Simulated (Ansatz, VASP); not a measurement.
**Two plane-wave programs on WS2**

INCAR

```
ALGO = Normal ; EDIFF = 1E-8
ENCUT = 520 ; GGA = PE
ISIF = 2 ; ISMEAR = -1
LASPH = T ; LCHARG = F
LEFG = T ; LREAL = F
LWAVE = F ; NBANDS = 20
NELM = 100 ; PREC = Accurate
SIGMA = 0.08
```

Contents of KPOINTS:

```
k-points
0
Gamma
  13 13 13
```

File POSCAR:

```
WS2
1.0
    1.5790003843      0.9116362969      6.2249633000
   -1.5790003843      0.9116362969      6.2249633000
    0.0000000000     -1.8232725938      6.2249633000
W S
1 2
Direct
    0.0000000000      0.0000000000      0.0000000000
    0.7503000000      0.7503000000      0.7503000000
    0.5810000000      0.5810000000      0.5810000000
```

Input for Ansatz:

```yaml
crystal:
  lattice:
    - [1.5790003843, 0.9116362969, 6.2249633]
    - [-1.5790003843, 0.9116362969, 6.2249633]
    - [0.0, -1.8232725938, 6.2249633]
  atoms:
    - { symbol: W, position: [0.0, 0.0, 0.0] }
    - { symbol: S, position: [0.7503, 0.7503, 0.7503] }
    - { symbol: S, position: [0.581, 0.581, 0.581] }
kpoints:
  mp_grid: { grid: [13, 13, 13] }
scf:
  occupations: { method: fermi_dirac, width: 0.08 }
hamiltonian:
  xc: pbe
  pseudopotentials: { kind: paw }
output:
  forces: true
  stress: true
  eigenvalues: true
  efg: { contact_densities: true }
  write_density: true
  write_potential: true
  elf: true
  volumetric_format: npy
```

Change from the starting cell: zz strain of +1 %, PAW files.

Alike in both runs: task electric field gradients; functional PBE; k mesh 13 × 13 × 13; occupations fermi-dirac, width 0.08 eV; no spin polarisation.

|  | VASP | Ansatz |
| --- | --- | --- |
| version | VASP 6.6.1 | Ansatz 0.2.0 |
| potentials or method | VASP PAW PBE potentials, release 64 (W_sv, S) | PAW with Ansatz's default frozen-core files, scalar-relativistic |
| plane-wave cutoff (eV) | 520 | 420 |
| valence electrons in the cell | 26 | 26 |

```csv
,VASP,Ansatz,Ansatz less VASP
pressure (GPa),2.7,2.8,+0.04
"traceless stress, the component that is largest in VASP (GPa)",-0.96,-0.96,+0.002
rms of the force components (eV/Å),0.248,0.248,+0.0002
size of Vzz on the site where it differs most (V/Å²),146.4,164.4,+18.03
```

Atom by atom the forces differ by 0.001 eV/Å (rms over components).

Spin-orbit coupling is off throughout.
